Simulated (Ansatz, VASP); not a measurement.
MgS in VASP and in Ansatz

```xyz
2
Lattice="0.0000 2.6016 2.6797 2.6016 0.0000 2.6797 2.6016 2.6016 0.0000" Properties=species:S:1:pos:R:3 pbc="T T T"
Mg    0.0000    0.0000    0.0000
S     2.6016    2.6016    2.6797
```

Change from the starting cell: zz strain of +3 %.

Alike in both runs: task single point; functional LDA; k mesh 8 × 8 × 8; occupations fermi-dirac, width 0.01 eV; no spin polarisation.

|  | VASP | Ansatz |
| --- | --- | --- |
| version | VASP 6.6.1 | Ansatz 0.2.0 |
| potentials or method | VASP PAW LDA potentials, release 64 (Mg, S), cutoff 520 eV | all-electron LAPW, scalar-relativistic |

```tsv
	VASP	Ansatz	Ansatz less VASP
gap on the k mesh at the Fermi level (eV)	2.37	2.38	+0.006
pressure (GPa)	-5.6	-5.1	+0.57
traceless stress, the component that is largest in VASP (GPa)	-1.48	-1.49	-0.009
```

LDA's correlation is that of Perdew and Zunger in VASP and of Perdew and Wang (1992) in Ansatz. Ansatz ran all-electron here, and VASP with PAW potentials.
